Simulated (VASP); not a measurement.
Here is a VASP 6.6.1 calculation.

Contents of INCAR:

```
PREC = Accurate
ENCUT = 520
EDIFF = 1E-6
ISMEAR = 0
SIGMA = 0.05
LREAL = False
LASPH = True
NELM = 60
ALGO = Normal
ISIF = 2
LWAVE = False
LCHARG = True
GGA = PS
LELF = True
LVHAR = True
NBANDS = 46
```

Contents of KPOINTS:

```
regular mesh
0
Gamma
  4 4 8
```

Contents of POSCAR:

```
Zn4HO4
1.0
    5.5148137916      0.0000000000      0.0000000000
    0.0000000000      5.5148137916      0.0000000000
    0.0000000000      0.0000000000      3.2430062931
Zn O H
4 4 1
Direct
    0.1820657240      0.1820657240      0.5000000000
    0.8179342760      0.8179342760      0.5000000000
    0.6820657240      0.3179342760      0.0000000000
    0.3179342760      0.6820657240      0.0000000000
    0.8180023132      0.1819976868      0.5000000000
    0.1819976868      0.8180023132      0.5000000000
    0.6819976868      0.6819976868      0.0000000000
    0.3180023132      0.3180023132      0.0000000000
    1.0000405349     -0.0180023132      0.1000000000
```

Potentials or basis: VASP PAW PBE potentials, release 64 (Zn, O, H).

Launch:

```bash
$ cat potpaw_PBE.64/Zn/POTCAR potpaw_PBE.64/O/POTCAR potpaw_PBE.64/H/POTCAR > POTCAR
$ mpirun -np 1 vasp_std > vasp.out
```

**Question.** Predict the largest force.

**Answer.** 0.687 eV/Å.

**Question.** What does it give for the pressure?

**Answer.** 5.0 GPa.

Forces on the atoms (eV/Å):
```
Zn   0.066  0.147  0.164
Zn  -0.169 -0.082  0.246
Zn  -0.014 -0.010 -0.004
Zn   0.060 -0.084 -0.004
O   -0.416  0.483  0.209
O    0.497 -0.418  0.224
O   -0.217 -0.185 -0.172
O    0.139  0.166 -0.111
H    0.052 -0.017 -0.551
```

Caveat: the PAW data sets were made with another functional, which shifts forces and pressure a little; an odd number of electrons without spin polarisation forces a metal; a magnetic or distorted state may lie lower.
